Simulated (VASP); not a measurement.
Here is a VASP 6.6.1 calculation.

Contents of INCAR:

```
SYSTEM = SiO2
  PREC = Accurate
  ENCUT = 910
  EDIFF = 1E-6
  ISMEAR = 0
  SIGMA = 0.05
  LREAL = .FALSE.
  LASPH = .TRUE.
  NELM = 120
  ALGO = Normal
  ISIF = 2
  LWAVE = .FALSE.
  LCHARG = .FALSE.
  GGA = CA
  NBANDS = 25
  GGA_COMPAT = .FALSE.
```

Contents of KPOINTS:

```
Automatic mesh
0
G
  6 6 10
  0 0 0
```

Contents of POSCAR:

```
SiO2
1.0
    4.5520062625      0.0000000000      0.0000000000
    0.0000000000      4.5520062625      0.0000000000
    0.0000000000      0.0000000000      2.4303161436
Si O
2 4
Direct
    0.5000000000      0.5000000000      0.5000000000
    0.0000000000      0.0000000000      0.0000000000
    0.6944252994      0.6944252994      0.0000000000
    0.1944252994      0.8055747006      0.5000000000
    0.3055747006      0.3055747006      0.0000000000
    0.8055747006      0.1944252994      0.5000000000
```

Potentials or basis: VASP PAW LDA potentials, release 64 (Si, O_h).

Command:

```console
$ cat potpaw_LDA.64/Si/POTCAR potpaw_LDA.64/O_h/POTCAR > POTCAR
$ mpirun -np 1 vasp_std > vasp.out
```

Predict the band gap on the k mesh.

4.34 eV.

Predict the pressure.

-11.9 GPa.

What does it give for the largest force?

2.196 eV/Å.

Stress tensor (GPa, compression positive):
```
-40.15   0.00   0.00
  0.00 -40.15   0.00
  0.00   0.00  44.63
```

Caveat: the cutoff is under 1.25 times the usual one of these potentials, so pressure, stress and relaxed cells hold a basis-set (Pulay) error; the cell stands under tension; forces of over 1 eV/Å act on the atoms, so gaps and moduli don't describe the material at rest. A k mesh can miss the band edges.
